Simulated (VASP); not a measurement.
Write the native input for VASP 6.6.1 that does the following.

- Task: single point
- Functional: PBE
- Potentials or basis: VASP PAW PBE potentials, release 64 (Lu, Mn_pv, In_d)
- Cutoff: 520 eV
- k mesh: 7 × 7 × 9
- Occupations: fermi-dirac, width 0.15 eV
- Spin: collinear spin, ferromagnetic start
- Starting moments: [0.0, 2.8, 0.0] μB
- Dipole correction: no
- Further INCAR settings: ALGO = Normal; EDIFF = 1e-06; NBANDS = 36

The structure of LuMnIn lies in POSCAR:

```
LuMnIn
1.0
    4.7365600000      0.0000000000      0.0000000000
   -2.3682800000      4.1019810000      0.0000000000
    0.0000000000      0.0000000000      3.4007410000
Lu Mn In
1 1 1
Direct
    0.0000000000      0.0000000000      0.0000000000
    0.3333333333      0.6666666667      0.5000000000
    0.6666666667      0.3333333333      0.5000000000
```

These files were run (other wordings do the same):

INCAR

```
  PREC = Accurate
  ENCUT = 520
  EDIFF = 1E-6
  ISMEAR = -1
  SIGMA = 0.15
  LREAL = False
  LASPH = True
  NELM = 150
  ALGO = Normal
  ISIF = 2
  LWAVE = False
  LCHARG = False
  ISPIN = 2
  MAGMOM = 0 2.8 0
  LORBIT = 11
  LMAXMIX = 4
  GGA = PE
  NBANDS = 36
```

KPOINTS

```
regular mesh
0
Gamma
  7 7 9
```

Potentials or basis: VASP PAW PBE potentials, release 64 (Lu, Mn_pv, In_d).

Run with:

```bash
$ cat potpaw_PBE.64/Lu/POTCAR potpaw_PBE.64/Mn_pv/POTCAR potpaw_PBE.64/In_d/POTCAR > POTCAR
$ mpirun -np 1 vasp_std > vasp.out
```

Results of the run:

```json
{
  "Pressure": "0.1 GPa",
  "Net moment": "3.51 μB per cell",
  "Site moments": "Lu -0.13; Mn +3.58; In -0.03 μB",
  "Valence electrons inside the program's atomic spheres": "Lu 23.09; Mn 11.46; In 11.59"
}
```

Wall time 7.1 min on 1 thread of Intel Xeon 8259CL (shared host), peak memory 0.33 GiB.
